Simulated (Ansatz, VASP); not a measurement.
Si: VASP beside Ansatz

File INCAR:

```
PREC = Accurate
ENCUT = 520
EDIFF = 1E-6
ISMEAR = 0
SIGMA = 0.03
LREAL = False
LASPH = True
NELM = 60
ALGO = Normal
ISIF = 2
LWAVE = False
LCHARG = False
GGA = PS
NBANDS = 16
```

KPOINTS

```
Automatic mesh
0
Gamma
  12 12 12
```

The input POSCAR:

```
Si
1.0
   -3.2746560837      3.2746560837      1.8167791952
    3.2746560837     -3.2746560837      1.8167791952
    3.2746560837      3.2746560837     -1.8167791952
Si
4
Direct
    0.1787304307      0.1787304307      0.3574608614
    0.8212695693      0.8212695693      0.6425391386
    0.1787304307      0.8212695693      0.0000000000
    0.8212695693      0.1787304307      0.0000000000
```

Input for Ansatz:

```yaml
crystal:
  lattice:
    - [-3.2746560837, 3.2746560837, 1.8167791952]
    - [3.2746560837, -3.2746560837, 1.8167791952]
    - [3.2746560837, 3.2746560837, -1.8167791952]
  atoms:
    - { symbol: Si, position: [0.1787304307, 0.1787304307, 0.3574608614] }
    - { symbol: Si, position: [0.8212695693, 0.8212695693, 0.6425391386] }
    - { symbol: Si, position: [0.1787304307, 0.8212695693, 0.0] }
    - { symbol: Si, position: [0.8212695693, 0.1787304307, 0.0] }
basis:
  ecutwfc: 420
kpoints:
  mp_grid: { grid: [12, 12, 12] }
hamiltonian:
  xc: pbesol
  pseudopotentials: { kind: paw, azcp: { folder: soft_1 } }
scf:
  occupations: { method: gaussian, width: 0.03 }
output:
  forces: true
  stress: true
  eigenvalues: true
  write_density: true
  write_potential: true
  elf: true
  volumetric_format: npy
```

Alike in both runs: task single point; functional PBEsol; k mesh 12 × 12 × 12; occupations gaussian, width 0.03 eV; no spin polarisation.

```csv
,VASP,Ansatz
version,VASP 6.6.1,Ansatz 0.2.0
potentials or method,"VASP PAW PBE potentials, release 64 (Si), cutoff 520 eV","scalar-relativistic, plane waves, PAW"
valence electrons in the cell,16,16
```

```tsv
	VASP	Ansatz	Ansatz less VASP
gap on the k mesh at the Fermi level (eV)	none	none	-
pressure (GPa)	9.1	8.9	-0.13
traceless stress, the component that is largest in VASP (GPa)	6.23	6.21	-0.022
rms of the force components (eV/Å)	0.284	0.284	-0.0003
```

VASP's potentials were made for PBE, not for PBEsol, and Ansatz warns of the same on its side. Atom by atom the forces differ by 0.000 eV/Å (rms over components). A gap of «none» marks a metal or a gap that the smearing closes. The functional is the same, so the differences come from potentials, cutoffs and numerics.
